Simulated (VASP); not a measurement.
Wanted: the native input for a VASP 6.6.1 run.

- Task: relaxation of cell and atoms
- Functional: PBEsol
- Potentials or basis: VASP PAW PBE potentials, release 64 (Cd, F)
- Cutoff: 600 eV
- k mesh: 6 × 6 × 6
- Occupations: gaussian, width 0.01 eV
- Spin: no spin polarisation
- Target pressure: 2 GPa
- Dipole correction: no
- Further INCAR settings: ALGO = Normal; EDIFF = 1e-06; IBRION = 2; EDIFFG = -0.002; NSW = 100; ISIF = 3

The structure of CdF2 lies in POSCAR:

```
CdF2
1.0
    0.0000000000      2.6921157986      2.6921157986
    2.6921157986      0.0000000000      2.6921157986
    2.6921157986      2.6921157986      0.0000000000
Cd F
1 2
Direct
    0.0000000000      0.0000000000      0.0000000000
    0.2500000000      0.2500000000      0.2500000000
    0.7500000000      0.7500000000      0.7500000000
```

The input as run:

INCAR

```
SYSTEM = CdF2
  ALGO = Normal
  EDIFF = 1E-6
  EDIFFG = -0.002
  ENCUT = 600
  GGA = PS
  IBRION = 2
  ISIF = 3
  ISMEAR = 0
  LASPH = .True.
  LCHARG = .False.
  LREAL = .False.
  LWAVE = .False.
  NELM = 60
  NSW = 100
  PREC = Accurate
  PSTRESS = 20.0
  SIGMA = 0.01
```

KPOINTS

```
k-points
0
Gamma
  6 6 6
  0 0 0
```

Potentials or basis: VASP PAW PBE potentials, release 64 (Cd, F).

Run with:

```bash
$ cat potpaw_PBE.64/Cd/POTCAR potpaw_PBE.64/F/POTCAR > POTCAR
$ mpirun -np 1 vasp_std > vasp.out
```

It gave:

The relaxed volume is 12.85 Å³/atom. The relaxed cell is a = 3.792 Å, b = 3.792 Å, c = 3.792 Å, α = 60.00°, β = 60.00°, γ = 60.00°, the space group after relaxing (to 0.1 Å) is Fm-3m (No. 225) and the energy change on relaxing (the run minimises the enthalpy) is +1.3 meV/atom. The ionic steps are 3, the pressure after relaxing is 2.0 GPa and the band gap on the k mesh is 2.97 eV (least direct gap 3.42 eV).

Caveat: the cell is relaxed towards a set pressure, so the run minimises the enthalpy, not the energy; the PAW data sets were made with another functional, which shifts forces and pressure a little.

It took 17 s on 1 thread of Intel(R) Xeon(R) 6975P-C (Granite Rapids), on a shared host, peak memory 0.17 GiB.
